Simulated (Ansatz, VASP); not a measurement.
## One calculation of WSe2, two programs

File INCAR:

```
SYSTEM = WSe2
PREC = Accurate
ENCUT = 520
EDIFF = 1E-6
ISMEAR = 0
SIGMA = 0.02
LREAL = .False.
LASPH = .True.
NELM = 80
ALGO = Normal
ISIF = 2
LWAVE = .False.
LCHARG = .False.
LDIPOL = .True.
IDIPOL = 3
DIPOL = 0.5 0.5 0.500
GGA = PS
IBRION = 2
NSW = 100
EDIFFG = -0.003
LUSENCCL = .False.
```

File KPOINTS:

```
Automatic mesh
0
Gamma
  12 12 1
  0 0 0
```

POSCAR

```
WSe2
1.0
    3.2820000000      0.0000000000      0.0000000000
   -1.6410000000      2.8422953752      0.0000000000
    0.0000000000      0.0000000000     21.3410000000
Se W
2 1
Direct
    0.6666666667      0.3333333333      0.4217234431
    0.6666666667      0.3333333333      0.5782765569
    0.3333333333      0.6666666667      0.5000000000
```

Input for Ansatz:

```yaml
crystal:
  lattice:
    - [3.282, 0.0, 0.0]
    - [-1.641, 2.8422953752, 0.0]
    - [0.0, 0.0, 21.341]
  atoms:
    - { symbol: Se, position: [0.6666666667, 0.3333333333, 0.4217234431] }
    - { symbol: W, position: [0.3333333333, 0.6666666667, 0.5] }
    - { symbol: Se, position: [0.6666666667, 0.3333333333, 0.5782765569] }
  periodic: [true, true, false]
scf:
  occupations: { method: gaussian, width: 0.02 }
  n_extra_bands: 6
output:
  forces: true
  stress: false
  write_density: true
  write_potential: true
  elf: true
  volumetric_format: npy
kpoints:
  mp_grid: { grid: [12, 12, 1] }
hamiltonian:
  xc: pbesol
relax:
  f_tol: 0.003
  max_steps: 100
```

Alike in both runs: task relaxation of the atoms; functional PBEsol; k mesh 12 × 12 × 1; occupations gaussian, width 0.02 eV; no spin polarisation.

|  | VASP | Ansatz |
| --- | --- | --- |
| version | VASP 6.6.1 | Ansatz 0.2.0 |
| potentials or method | VASP PAW PBE potentials, release 64 (Se, W_sv) | scalar-relativistic, plane waves, PAW |
| plane-wave cutoff (eV) | 520 | 420 |
| valence electrons in the cell | 26 | 46 |

```tsv
	VASP	Ansatz	Ansatz less VASP
gap on the k mesh at the Fermi level, each at its own relaxed structure (eV)	1.65	1.64	-0.004
```

VASP's potentials were made for PBE, not for PBEsol. VASP's potentials hold 26 valence electrons a cell and Ansatz's 46, so a difference there can come from the potentials and not from the codes. Ansatz's warnings: slab cell height set, xc potential rough in thin density.

Neither program's run includes spin-orbit coupling.
